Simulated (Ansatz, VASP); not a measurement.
## KF: VASP beside Ansatz

INCAR

```
PREC = Accurate ; ENCUT = 520
EDIFF = 1E-6 ; ISMEAR = -1
SIGMA = 0.02 ; LREAL = False
LASPH = True ; NELM = 80
ALGO = Normal ; ISIF = 2
LWAVE = False ; LCHARG = False
GGA = PE ; NBANDS = 15
```

Contents of KPOINTS:

```
Automatic mesh
0
Gamma
  8 8 8
```

Contents of POSCAR:

```
KF
1.0
    0.0000000000      2.6589605792      2.6589605792
    2.5055385538      0.0000000000      2.6589605792
    2.5055385538      2.6589605792      0.0000000000
K F
1 1
Direct
    0.0000000000      0.0000000000      0.0000000000
    0.5000000000      0.5000000000      0.5000000000
```

Input for Ansatz:

```yaml
crystal:
  lattice:
    - [0.0, 2.6589605792, 2.6589605792]
    - [2.5055385538, 0.0, 2.6589605792]
    - [2.5055385538, 2.6589605792, 0.0]
  atoms:
    - { symbol: K, position: [0.0, 0.0, 0.0] }
    - { symbol: F, position: [0.5, 0.5, 0.5] }
kpoints:
  mp_grid: { grid: [8, 8, 8] }
  band_path:
    path:
      - [0.0, 0.0, 0.0]
      - [0.5, 0.0, 0.5]
      - [0.625, 0.25, 0.625]
      - [0.375, 0.375, 0.75]
      - [0.5, 0.5, 0.5]
      - [0.5, 0.25, 0.75]
    npoints: 1
hamiltonian:
  xc: pbe
scf:
  occupations: { method: fermi_dirac, width: 0.02 }
  n_extra_bands: 4
output:
  forces: true
  stress: true
  eigenvalues: true
```

Change from the starting cell: uniaxial_x strain -5.8%.

Alike in both runs: task single point; functional PBE; k mesh 8 × 8 × 8; occupations fermi-dirac, width 0.02 eV; no spin polarisation.

```csv
,VASP,Ansatz
version,VASP 6.6.1,Ansatz 0.2.0
potentials or method,"VASP PAW PBE potentials, release 64 (K_sv, F)","plane waves, PAW"
plane-wave cutoff (eV),520,420
valence electrons in the cell,16,16
```

|  | VASP | Ansatz | Ansatz less VASP |
| --- | --- | --- | --- |
| gap on the k mesh at the Fermi level (eV) | 6.45 | 6.47 | +0.019 |
| pressure (GPa) | 5.0 | 4.9 | -0.13 |
| traceless stress, the component that is largest in VASP (GPa) | 3.86 | 3.72 | -0.140 |
